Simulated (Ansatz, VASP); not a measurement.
## CoSi in VASP and in Ansatz

```
Co Si
1.0
     0.00000    2.28502    2.28502
     2.28502    0.00000    2.28502
     2.28502    2.28502    0.00000
Co Si
1 1
Direct
  0.00000 0.00000 0.00000
  0.50000 0.50000 0.50000
```

Alike in both runs: functional LDA; k mesh 14 × 14 × 14; occupations fermi-dirac, width 0.1 eV; no spin polarisation.

Ansatz relaxed the structure, and its values are those at the end. VASP's run is a single point on that final structure, the one shown.

```csv
,VASP,Ansatz
version,VASP 6.6.1,Ansatz 0.2.0
potentials or method,"VASP PAW LDA potentials, release 64 (Co, Si)","PAW with Ansatz's default frozen-core files, scalar-relativistic"
plane-wave cutoff (eV),520,420
valence electrons in the cell,13,21
```

VASP gave:

| Quantity | Value |
| --- | --- |
| pressure (GPa) | 0.4 |

Problem. What did Ansatz give for the same quantities?

Solution. Pressure (GPa): 0.0.

LDA's correlation is that of Perdew and Zunger in VASP and of Perdew and Wang (1992) in Ansatz. VASP's potentials hold 13 valence electrons a cell and Ansatz's 21, so a difference there can come from the potentials and not from the codes.
